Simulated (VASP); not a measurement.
# Be2C (Fm-3m) in VASP: settings compared

The runs below take Be2C through single point, with PBEsol, PBE.

All numbers are computed with VASP 6.6.1; they aren't measurements. Logs are shortened: lines on timing, memory, paths and dates and some standing lists are left out, and cuts for length are marked.

## Step 1: The cell of the first run

It takes space group Fm-3m (No. 225, cubic). The conventional cell has a = 4.202 Å, b = 4.202 Å, c = 4.202 Å, α = 90.00°, β = 90.00°, γ = 90.00°. Within 2.4 Å of Be (site symmetry -43m) lie 4 C at 1.82 Å and 6 Be at 2.10 Å. C (site symmetry m-3m) has 8 Be at 1.82 Å within 2.4 Å.

## Step 2: Single point, PBEsol (strained)

Contents of INCAR:

```
SYSTEM = Be2C
PREC     = Accurate       ! precision mode
ENCUT    = 600            ! plane-wave cutoff, eV
EDIFF    = 1E-6           ! SCF threshold, eV
ISMEAR   = 0              ! smearing method
SIGMA    = 0.02           ! smearing width, eV
LREAL    = .FALSE.        ! projectors in reciprocal space
LASPH    = .TRUE.         ! aspherical terms in the spheres
NELM     = 120            ! most SCF steps
ALGO     = Normal         ! electronic algorithm
ISIF     = 2              ! what is computed and relaxed
LWAVE    = .FALSE.        ! write WAVECAR
LCHARG   = .TRUE.         ! write CHGCAR
GGA      = PS             ! functional
LELF     = .TRUE.         ! ELF
LVHAR    = .TRUE.       
NBANDS   = 11             ! bands
GGA_COMPAT= .FALSE.
```

Contents of KPOINTS:

```
regular mesh
0
G
  12 12 12
  0 0 0
```

Contents of POSCAR:

```
Be2C
1.0
    0.0000000000      2.1010892000      2.1010892000
    2.1010892000      0.0000000000      2.1010892000
    2.1010892000      2.1010892000      0.0000000000
Be C
2 1
Direct
    0.2500000000      0.2500000000      0.2500000000
    0.7500000000      0.7500000000      0.7500000000
    0.0000000000      0.0000000000      0.0000000000
```

Potentials or basis: VASP PAW PBE potentials, release 64 (Be, C).

Run with:

```
$ cat potpaw_PBE.64/Be/POTCAR potpaw_PBE.64/C/POTCAR > POTCAR
$ mpirun -np 1 vasp_std > vasp.out
```

OUTCAR:

```text
SYSTEM = Be2C
   PREC = Accurate
   ENCUT = 600
   EDIFF = 1E-6
   ISMEAR = 0
   LREAL = .FALSE.
   LASPH = .TRUE.
   NELM = 120
   ISIF = 2
   GGA = PS

 ion  position               nearest neighbor table
   1  0.250  0.250  0.250-   3 1.82   3 1.82   3 1.82   3 1.82   2 2.10   2 2.10   2 2.10   2 2.10
                             2 2.10   2 2.10
   2  0.750  0.750  0.750-   3 1.82   3 1.82   3 1.82   3 1.82   1 2.10   1 2.10   1 2.10   1 2.10
                             1 2.10   1 2.10
   3  0.000  0.000  0.000-   2 1.82   2 1.82   2 1.82   1 1.82   1 1.82   1 1.82   2 1.82   1 1.82

  LATTYP: Found a face centered cubic cell.
 ALAT       =     4.2021784000

  Lattice vectors:

 A1 = (   0.0000000000,   2.1010892000,   2.1010892000)
 A2 = (   2.1010892000,   0.0000000000,   2.1010892000)
 A3 = (   2.1010892000,   2.1010892000,   0.0000000000)

Analysis of symmetry for initial positions (statically):
=====================================================================
 Subroutine PRICEL returns:
 Original cell was already a primitive cell.

 Routine SETGRP: Setting up the symmetry group for a
 face centered cubic supercell.

 Subroutine GETGRP returns: Found 48 space group operations
 (whereof 48 operations were pure point group operations)
 out of a pool of 48 trial point group operations.

The static configuration has the point symmetry O_h .

Analysis of symmetry for dynamics (positions and initial velocities):
=====================================================================
 Subroutine PRICEL returns:
 Original cell was already a primitive cell.

 Routine SETGRP: Setting up the symmetry group for a
 face centered cubic supercell.

 Subroutine GETGRP returns: Found 48 space group operations
 (whereof 48 operations were pure point group operations)
 out of a pool of 48 trial point group operations.

The dynamic configuration has the point symmetry O_h .

 Subroutine INISYM returns: Found 48 space group operations
 (whereof 48 operations are pure point group operations),
 and found     1 'primitive' translations

----------------------------------------------------------------------------------------

                                     Primitive cell

  volume of cell :      18.5508

  direct lattice vectors                    reciprocal lattice vectors
     0.000000000  2.101089200  2.101089200    -0.237971810  0.237971810  0.237971810
     2.101089200  0.000000000  2.101089200     0.237971810 -0.237971810  0.237971810
     2.101089200  2.101089200  0.000000000     0.237971810  0.237971810 -0.237971810

  length of vectors
     2.971388842  2.971388842  2.971388842     0.412179266  0.412179266  0.412179266

  position of ions in fractional coordinates (direct lattice)
     0.250000000  0.250000000  0.250000000
     0.750000000  0.750000000  0.750000000
     0.000000000  0.000000000  0.000000000

  ion indices of the primitive-cell ions
   primitive index   ion index
                 1           1
                 2           2
                 3           3

----------------------------------------------------------------------------------------

 KPOINTS: regular mesh

Automatic generation of k-mesh.
 Grid dimensions read from file:
 generate k-points for:   12   12   12

 Generating k-lattice:

  Cartesian coordinates                     Fractional coordinates (reciprocal lattice)
    -0.019830984  0.019830984  0.019830984     0.083333333  0.000000000  0.000000000
     0.019830984 -0.019830984  0.019830984     0.000000000  0.083333333  0.000000000
     0.019830984  0.019830984 -0.019830984     0.000000000  0.000000000  0.083333333

  Length of vectors
     0.034348272  0.034348272  0.034348272

  Shift w.r.t. Gamma in fractional coordinates (k-lattice)
     0.000000000  0.000000000  0.000000000

 Subroutine IBZKPT returns following result:
 ===========================================

 Found     72 irreducible k-points:

 Following reciprocal coordinates:
            Coordinates               Weight
  0.000000  0.000000  0.000000      1.000000
  0.083333  0.000000  0.000000      8.000000
  0.166667  0.000000  0.000000      8.000000
  0.250000  0.000000  0.000000      8.000000
  0.333333  0.000000  0.000000      8.000000
  0.416667  0.000000  0.000000      8.000000
[... 16 lines left out ...]
  0.500000  0.166667  0.000000     24.000000
 -0.416667  0.166667  0.000000     24.000000
 [... further k-points ...]
   k-points           NKPTS =     72   k-points in BZ     NKDIM =     72   number of bands    NBANDS=     11
   number of dos      NEDOS =    301   number of ions     NIONS =      3
   total plane-waves  NPLWV =  13824
   dimension x,y,z NGX =    24 NGY =   24 NGZ =   24
   dimension x,y,z NGXF=    48 NGYF=   48 NGZF=   48
   ions per type =               2   1
   NGX,Y,Z   is equivalent  to a cutoff of  13.43, 13.43, 13.43 a.u.
   NGXF,Y,Z  is equivalent  to a cutoff of  26.86, 26.86, 26.86 a.u.
 SYSTEM =  Be2C
   PREC   = accura    normal or accurate (medium, high low for compatibility)
   ISTART =      0    job   : 0-new  1-cont  2-samecut
   ICHARG =      2    charge: 1-file 2-atom 10-const
   ISPIN  =      1    spin polarized calculation?
   LNONCOLLINEAR =      F non collinear calculations
   LSORBIT =      F    spin-orbit coupling
   LASPH  =      T    aspherical Exc in radial PAW
   ENCUT  =  600.0 eV  44.10 Ry    6.64 a.u.   5.93  5.93  5.93*2*pi/ulx,y,z
   NELM   =    120;   NELMIN=  2; NELMDL= -5     # of ELM steps
   EDIFF  = 0.1E-05   stopping-criterion for ELM
   LREAL  =      F    real-space projection
   EDIFFG = 0.1E-04   stopping-criterion for IOM
   NSW    =      0    number of steps for IOM
   IBRION =     -1    ionic relax: 0-MD 1-quasi-New 2-CG
   NFREE  =      0    steps in history (QN), initial steepest desc. (CG)
   ISIF   =      2    stress and relaxation
   ISYM   =      2    0-nonsym 1-usesym 2-fastsym
   POTIM  = 0.5000    time-step for ionic-motion
   TEBEG  =    0.0;   TEEND  =   0.0 temperature during run
   PSTRESS=    0.0 pullay stress
   NELECT =       8.0000    total number of electrons
   NUPDOWN=      -1.0000    fix difference up-down
   EMIN   =  10.00;   EMAX   =-10.00  energy-range for DOS
   EFERMI =   0.00;   METHOD = LEGACY
   ISMEAR =     0;   SIGMA  =   0.02  broadening in eV -4-tet -1-fermi 0-gaus
   EFERMI_NEDOS =   21; number of points for ismear=-14 and -15
   IALGO  =     38    algorithm
   IMIX   =      4    mixing-type and parameters
     AMIX     =   0.40;   BMIX     =  1.00
     AMIX_MAG =   1.60;   BMIX_MAG =  1.00
  volume/ion in A,a.u.               =       6.18        41.73
  Fermi-wavevector in a.u.,A,eV,Ry     =   1.236850  2.337307 20.814162  1.529798
  Thomas-Fermi vector in A             =   2.371441
   LORBIT       =      0    0 simple, 1 ext, 2 COOP (PROOUT), +10 PAW based schemes
   GGA     = PS    functional components
   LHFCALC =     F    Hartree Fock is set to
   AEXX    =    0.0000 exact exchange contribution
   IVDW    =     0    specifies the selected vdW correction
   LEPSILON=     F    determine dielectric tensor
   LRPA    =     F    only Hartree local field effects (RPA)
 non-spin polarized calculation
 Gauss-broadening in eV      SIGMA  =   0.02
  energy-cutoff  :      600.00
  volume of cell :       18.55
 maximum number of plane-waves:       636
   NGX = 11   NGY = 11   NGZ = 11

 number of electron       7.9999999 magnetization

 Free energy of the ion-electron system (eV)
  ---------------------------------------------------
  ext. energy  EPLUGINS =         0.00000000
  ---------------------------------------------------
  free energy    TOTEN  =       -18.32745484 eV

  energy without entropy =      -18.32745484  energy(sigma->0) =      -18.32745484

 E-fermi :   8.7724     XC(G=0): -11.8660

 val. band max:        8.5912002224   @ k =   0.0000   0.0000   0.0000
 cond. band min:       9.6881607886   @ k =   0.5000   0.5000   0.0000
 fundamental gap:      1.0969605662
 Fermi energy:         8.7724195990

 k-point     1 :       0.0000    0.0000    0.0000
  band No.  band energies     occupation
      1      -7.1103      2.00000
      2       8.5912      2.00000
      3       8.5912      2.00000
      4       8.5912      2.00000
      5      12.8362      0.00000
      6      12.8362      0.00000
      7      12.8362      0.00000
      8      16.3063      0.00000
      9      22.3767      0.00000
     10      22.3767      0.00000
     11      22.3767      0.00000

 k-point     2 :       0.0833    0.0000    0.0000
  band No.  band energies     occupation
      1      -6.9937      2.00000
      2       7.5395      2.00000
      3       8.3464      2.00000
      4       8.3464      2.00000
      5      13.1903      0.00000
      6      13.1903      0.00000
      7      13.5850      0.00000
      8      16.5108      0.00000
      9      21.4801      0.00000
     10      21.4801      0.00000
     11      22.7199      0.00000

 k-point     3 :       0.1667    0.0000    0.0000
  band No.  band energies     occupation
      1      -6.6461      2.00000
      2       5.5405      2.00000
      3       7.8295      2.00000
      4       7.8295      2.00000
      5      13.8935      0.00000
      6      13.8935      0.00000
      7      14.6728      0.00000
      8      17.0809      0.00000
      9      20.4298      0.00000
     10      20.4298      0.00000
     11      23.6987      0.00000
[... 267 lines left out ...]
 k-point    23 :       0.5000    0.1667    0.0000
  band No.  band energies     occupation
      1      -3.9250      2.00000
      2      -0.0077      2.00000
      3       5.1164      2.00000
      4       5.4694      2.00000
      5      13.2161      0.00000
      6      15.9426      0.00000
      7      17.9149      0.00000
      8      18.8632      0.00000
      9      22.2816      0.00000
     10      24.2458      0.00000
     11      27.1918      0.00000

 k-point    24 :      -0.4167    0.1667    0.0000
  band No.  band energies     occupation
      1      -3.7640      2.00000
      2      -0.2522      2.00000
      3       4.7121      2.00000
      4       5.8256      2.00000
      5      13.5198      0.00000
      6      15.6110      0.00000
      7      17.8660      0.00000
      8      19.9220      0.00000
      9      22.3074      0.00000
     10      22.8044      0.00000
     11      26.9964      0.00000

 [... further k-points ...]

------------------------ aborting loop because EDIFF is reached ----------------------------------------

  FORCE on cell =-STRESS in cart. coord.  units (eV):
  Direction    XX          YY          ZZ          XY          YZ          ZX
  --------------------------------------------------------------------------------------
  -------------------------------------------------------------------------------------
  Total        2.1637101      2.1637101      2.1637101     -0.0000000     -0.0000000      0.0000000
  in kB      186.8728434    186.8728434    186.8728434     -0.0000000     -0.0000000      0.0000000
  external PRESSURE =     186.8728434 kB  Pullay stress =       0.0000000 kB

 VOLUME and BASIS-vectors are now :
 -----------------------------------------------------------------------------
  energy-cutoff  :      600.00
  volume of cell :       18.55
      direct lattice vectors                 reciprocal lattice vectors
     0.000000000  2.101089200  2.101089200    -0.237971810  0.237971810  0.237971810
     2.101089200  0.000000000  2.101089200     0.237971810 -0.237971810  0.237971810
     2.101089200  2.101089200  0.000000000     0.237971810  0.237971810 -0.237971810

 POSITION                                       TOTAL-FORCE (eV/Angst)
 -----------------------------------------------------------------------------------
      1.05054      1.05054      1.05054         0.000000      0.000000      0.000000
      3.15163      3.15163      3.15163        -0.000000     -0.000000     -0.000000
      0.00000      0.00000      0.00000        -0.000000      0.000000     -0.000000
 -----------------------------------------------------------------------------------
    total drift:                               -0.000000     -0.000000      0.000000

  FREE ENERGIE OF THE ION-ELECTRON SYSTEM (eV)
  ---------------------------------------------------
  free  energy   TOTEN  =       -18.3274548398 eV

  energy  without entropy=      -18.3274548398  energy(sigma->0) =      -18.32745484
```

Run time: 12 s. Hardware: 1 thread of Intel Xeon 8259CL, shared host; peak memory 0.14 GiB.

Results:

| Item | Value |
| --- | --- |
| Free energy | -18.3275 eV |
| Pressure | 18.7 GPa |
| Band gap on the k mesh | 1.10 eV (least direct gap 4.25 eV) |

Levels at points of the mesh, in eV from the valence-band top:
| k point | band 2 | band 3 | band 4 | band 5 | band 6 | band 7 |
| --- | --- | --- | --- | --- | --- | --- |
| (0.00, 0.00, 0.00) | 0.00 | 0.00 | 0.00 | 4.24 | 4.24 | 4.24 |
| (0.50, 0.00, 0.00) | -9.35 | -1.99 | -1.99 | 5.11 | 5.11 | 8.01 |
| (0.50, 0.50, 0.00) | -7.12 | -5.14 | -5.14 | 1.10 | 6.36 | 14.19 |

Caveat: the cell differs from its parent crystal (strained); the cell stands under pressure; the PAW data sets were made with another functional, which shifts forces and pressure a little. A k mesh can miss the band edges.

## Step 3: Single point, PBE (strained)

Contents of INCAR:

```
PREC = Accurate
ENCUT = 600
EDIFF = 1E-6
ISMEAR = 0
SIGMA = 0.02
LREAL = False
LASPH = True
NELM = 120
ALGO = Normal
ISIF = 2
LWAVE = False
LCHARG = False
GGA = PE
NBANDS = 11
GGA_COMPAT = False
```

Contents of KPOINTS:

```
Automatic mesh
0
Gamma
  12 12 12
```

Contents of POSCAR:

```
Be2C
1.0
    0.0000000000      2.1204443000      2.1204443000
    2.1204443000      0.0000000000      2.1204443000
    2.1204443000      2.1204443000      0.0000000000
Be C
2 1
Direct
    0.2500000000      0.2500000000      0.2500000000
    0.7500000000      0.7500000000      0.7500000000
    0.0000000000      0.0000000000      0.0000000000
```

Potentials or basis: VASP PAW PBE potentials, release 64 (Be, C).

Run with:

```
$ cat potpaw_PBE.64/Be/POTCAR potpaw_PBE.64/C/POTCAR > POTCAR
$ mpirun -np 1 vasp_std > vasp.out
```

Wall time 12 s (1 thread of Intel Xeon 8259CL, shared host); peak memory 0.14 GiB.

It converged, with:

- Free energy: -17.4043 eV
- Pressure: 14.1 GPa
- Band gap on the k mesh: 1.18 eV (least direct gap 4.24 eV)

Levels at points of the mesh, in eV from the valence-band top:
```csv
k point,band 2,band 3,band 4,band 5,band 6,band 7
"(0.00, 0.00, 0.00)",0.00,0.00,0.00,4.24,4.24,4.24
"(0.50, 0.00, 0.00)",-9.12,-1.93,-1.93,5.12,5.12,7.69
"(0.50, 0.50, 0.00)",-7.00,-4.99,-4.99,1.18,6.16,13.93
```

Caveat: the cell differs from its parent crystal (strained); the cell stands under pressure. A k mesh can miss the band edges.

(Part 1 of 2 ends here.)
